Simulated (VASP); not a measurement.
A run of VASP 6.6.1 is set up as follows.

The input INCAR:

```
ALGO = Normal
DIPOL = 0.5 0.5 0.315
EDIFF = 1E-6
ENCUT = 520
GGA = PE
IDIPOL = 3
ISIF = 2
ISMEAR = 0
LASPH = True
LCHARG = False
LDIPOL = True
LREAL = False
LWAVE = False
NBANDS = 47
NELM = 80
PREC = Accurate
SIGMA = 0.1
```

The input KPOINTS:

```
k-points
0
Gamma
  6 6 1
```

The input POSCAR:

```
Ti3H
1.0
    4.6039800811      0.0000000000      0.0000000000
   -2.3019900405      3.9871637087      0.0000000000
    0.0000000000      0.0000000000     22.4969948581
Ti H
6 2
Direct
    0.6666666667      0.3333333333      0.1778015253
    0.3333333333      0.6666666667      0.2195752601
    0.0000000000      0.0000000000      0.2613489950
    0.6666666667      0.3333333333      0.2980583739
    0.3333333333      0.6666666667      0.3304600279
    0.0000000000      0.0000000000      0.3776946615
    0.1671751195      0.8328248805      0.4261455772
    0.4994915471      0.5005084529      0.4261455772
```

Potentials or basis: VASP PAW PBE potentials, release 64 (Ti_sv, H).

The run is started by

```sh
$ cat potpaw_PBE.64/Ti_sv/POTCAR potpaw_PBE.64/H/POTCAR > POTCAR
$ mpirun -np 1 vasp_std > vasp.out
```

Question: Predict the largest force.

Answer: 2.038 eV/Å.

Question: What does it give for the band gap on the k mesh?

Answer: Zero (bands 37 and 38 overlap by 0.18 eV).

Forces on the atoms (eV/Å):
```
Ti  -0.041  0.024  0.085
Ti  -0.035  0.020  0.297
Ti   0.005 -0.003 -0.798
Ti  -0.002  0.001 -0.506
Ti  -0.173  0.100  2.028
Ti  -0.456  0.263  0.918
H    1.026 -0.592 -0.329
H   -0.324  0.187 -1.696
```
